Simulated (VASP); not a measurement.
Si4Ru:

```xyz
5
Lattice="0.0000 3.4913 3.4913 3.4913 0.0000 3.4913 3.4913 3.4913 0.0000" Properties=species:S:1:pos:R:3 pbc="T T T"
Si    0.7913    0.7913    0.7913
Si    2.6999    2.6999    0.7913
Si    2.6999    0.7913    2.6999
Si    0.7913    2.6999    2.6999
Ru    3.4913    3.4913    3.4913
```

The cell was generated, and may not be a known phase.

```yaml
Program: VASP 6.6.1
Task: relaxation of cell and atoms
Functional: PBE
Potentials_or_basis: VASP PAW PBE potentials, release 64 (Si, Ru_pv)
Cutoff: 600 eV
k_mesh: 4 × 4 × 4
Occupations: gaussian, width 0.1 eV
Spin: no spin polarisation
```

At the start: pressure -1.3 GPa; volume 17.02 Å³/atom.

Q: Where does the relaxation end?

A: Over 8 steps the energy falls by 261.6 meV/atom and the volume is 15.89 Å³/atom (-6.7 %); space group F-43m (No. 216, to 0.1 Å) before and after.

Step by step:
| step | energy change (eV) | largest force (eV/Å) | pressure (GPa) | volume (Å³) |
| --- | --- | --- | --- | --- |
| 1 | 0.0000 | 4.6477 | -1.32 | 85.11 |
| 2 | -0.7253 | 2.9903 | -1.52 | 83.40 |
| 3 | -1.2227 | 0.0006 | -5.57 | 84.07 |
| 4 | -1.2229 | 0.0868 | -5.54 | 84.05 |
| 5 | -1.2771 | 0.5546 | 3.06 | 77.60 |
| 6 | -1.3006 | 0.3654 | -0.35 | 79.76 |
| 7 | -1.3061 | 0.1941 | 0.22 | 79.28 |
| 8 | -1.3082 | 0.0015 | 0.02 | 79.44 |

Final structure:
```cif
data_structure
_symmetry_space_group_name_H-M 'P 1'
_symmetry_Int_Tables_number 1
_cell_length_a 4.8253
_cell_length_b 4.8253
_cell_length_c 4.8253
_cell_angle_alpha 60.000
_cell_angle_beta 60.000
_cell_angle_gamma 60.000
_cell_volume 79.44
loop_
_atom_site_label
_atom_site_type_symbol
_atom_site_fract_x
_atom_site_fract_y
_atom_site_fract_z
_atom_site_occupancy
Si1 Si 0.12437 0.12437 0.12437 1
Si2 Si 0.12437 0.12437 0.62690 1
Si3 Si 0.12437 0.62690 0.12437 1
Si4 Si 0.62690 0.12437 0.12437 1
Ru1 Ru 0.50000 0.50000 0.50000 1
```

Caveat: the k points lie up to 0.40 Å⁻¹ apart in the final cell, too coarse for converged energies and pressures of a metal.
